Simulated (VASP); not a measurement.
**AlGa3Sb4: single point with PBE**

The system is AlGa3Sb4.

```
Al Ga Sb
1.0
     6.19920    0.00000    0.00000
     0.00000    6.19920    0.00000
     0.00000    0.00000    6.19920
Al Ga Sb
1 3 4
Direct
  0.00000 0.00000 0.00000
  0.50000 0.50000 0.00000
  0.50000 0.00000 0.50000
  0.00000 0.50000 0.50000
  0.74994 0.74994 0.25006
  0.74994 0.25006 0.74994
  0.25006 0.74994 0.74994
  0.25006 0.25006 0.25006
```

```json
{"Program": "VASP 6.6.1", "Task": "single point", "Functional": "PBE", "Potentials or basis": "VASP PAW PBE potentials, release 64 (Al, Ga_d, Sb)", "Cutoff": "520 eV", "k mesh": "4 × 4 × 4", "Occupations": "gaussian, width 0.1 eV", "Spin": "no spin polarisation"}
```

```yaml
Pressure: 0.5 GPa
Largest_force: 0.018 eV/Å
Band_gap_on_the_k_mesh: 0.11 eV
```

Forces on the atoms (eV/Å):
```
Al   0.000  0.000  0.000
Ga   0.000  0.000  0.000
Ga   0.000  0.000  0.000
Ga   0.000  0.000  0.000
Sb  -0.010 -0.010  0.010
Sb  -0.010  0.010 -0.010
Sb   0.010 -0.010 -0.010
Sb   0.010  0.010  0.010
```

Levels at points of the mesh, in eV from the valence-band top:
```csv
k point,band 27,band 28,band 29,band 30,band 31,band 32,band 33,band 34,band 35,band 36
"(0.00, 0.00, 0.00)",-2.35,-2.35,0.00,0.00,0.00,0.11,0.89,0.89,1.32,1.32
"(0.50, 0.00, 0.00)",-2.87,-1.54,-1.54,-1.48,-1.48,1.29,1.48,2.71,2.73,3.62
"(0.50, 0.50, 0.00)",-2.92,-1.12,-1.11,-1.11,-1.06,1.89,2.02,2.02,2.40,4.46
"(0.50, 0.50, 0.50)",-1.03,-1.03,-1.00,-1.00,-1.00,0.36,0.36,0.36,1.19,3.58
```

Run time: 96 s on 1 thread of Intel(R) Xeon(R) Platinum 8375C CPU @ 2.90GHz (Ice Lake), on a shared host, peak memory 0.36 GiB.

Caveat: spin-orbit coupling is left out, which moves the levels of the heavy elements. A k mesh can miss the band edges.
